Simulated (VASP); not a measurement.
**Pt: single point with PBEsol**

The system is Pt.

```
Pt
1.0
     0.00000    2.07010    2.07010
     2.07010    0.00000    2.07010
     2.07010    2.07010    0.00000
Pt
1
Direct
  0.00000 0.00000 0.00000
```

```json
{"Program": "VASP 6.6.1", "Task": "single point", "Functional": "PBEsol", "Potentials or basis": "VASP PAW PBE potentials, release 64 (Pt)", "Cutoff": "520 eV", "k mesh": "22 × 22 × 22", "Occupations": "gaussian, width 0.15 eV", "Spin": "collinear spin, ferromagnetic start", "Starting moments": "[0.25] μB", "Fixed moment": "0.25 μB", "Dipole correction": "no", "Further INCAR settings": "ALGO = Normal; EDIFF = 1e-06; NBANDS = 15"}
```

| Item | Value |
| --- | --- |
| Pressure | -30.3 GPa |
| Net moment | 0.25 μB per cell |
| Site moments | Pt +0.25 μB |
| Valence electrons inside the program's atomic spheres | Pt 8.93 |

Wall time 110 s on 1 thread of AMD EPYC 9R45 96-Core Processor (Zen 5), with other jobs on the host, peak memory 0.23 GiB.

Caveat: the PAW data sets were made with another functional, which shifts forces and pressure a little; the total moment is fixed, so each spin has its own Fermi level.
